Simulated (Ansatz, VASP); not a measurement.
In in VASP and in Ansatz

File INCAR:

```
SYSTEM = In
  PREC = Accurate
  ENCUT = 520
  EDIFF = 1E-7
  ISMEAR = -1
  SIGMA = 0.05
  LREAL = .FALSE.
  LASPH = .TRUE.
  NELM = 80
  ALGO = Fast
  ISIF = 2
  LWAVE = .FALSE.
  LCHARG = .FALSE.
  GGA = PS
  NBANDS = 26
```

KPOINTS

```
regular mesh
0
G
  9 9 9
  0 0 0
```

File POSCAR:

```
In
1.0
    1.6696368166      0.9639652655      8.2074632500
   -1.6696368166      0.9639652655      8.2074632500
    0.0000000000     -1.9279305310      8.2074632500
In
3
Direct
    0.2219877600      0.2219877600      0.2219877600
    0.7780122400      0.7780122400      0.7780122400
    0.0000000000      0.0000000000      0.0000000000
```

Contents of input.yaml:

```yaml
crystal:
  lattice:
    - [1.6696368166, 0.9639652655, 8.20746325]
    - [-1.6696368166, 0.9639652655, 8.20746325]
    - [0.0, -1.927930531, 8.20746325]
  atoms:
    - { symbol: In, position: [0.22198776, 0.22198776, 0.22198776] }
    - { symbol: In, position: [0.77801224, 0.77801224, 0.77801224] }
    - { symbol: In, position: [0.0, 0.0, 0.0] }
kpoints:
  mp_grid: { grid: [9, 9, 9] }
scf:
  occupations: { method: fermi_dirac, width: 0.05 }
hamiltonian:
  xc: pbesol
  pseudopotentials: { kind: all_electron, lapw: { basis_error: 0.001 } }
output:
  forces: true
  stress: true
  eigenvalues: true
  populations: true
```

Alike in both runs: task single point; functional PBEsol; k mesh 9 × 9 × 9; occupations fermi-dirac, width 0.05 eV; no spin polarisation.

```csv
,VASP,Ansatz
version,VASP 6.6.1,Ansatz 0.2.0
potentials or method,"VASP PAW PBE potentials, release 64 (In_d), cutoff 520 eV","all-electron LAPW, scalar-relativistic"
```

```csv
,VASP,Ansatz,Ansatz less VASP
gap on the k mesh at the Fermi level (eV),none,none,-
pressure (GPa),-1.1,-1.1,+0.03
"traceless stress, the component that is largest in VASP (GPa)",-0.38,-0.38,-0.002
rms of the force components (eV/Å),0.011,0.011,+0.0003
```

VASP's potentials were made for PBE, not for PBEsol. Atom by atom the forces differ by 0.000 eV/Å (rms over components). A gap of «none» marks a metal or a gap that the smearing closes. Ansatz ran all-electron here, and VASP with PAW potentials.
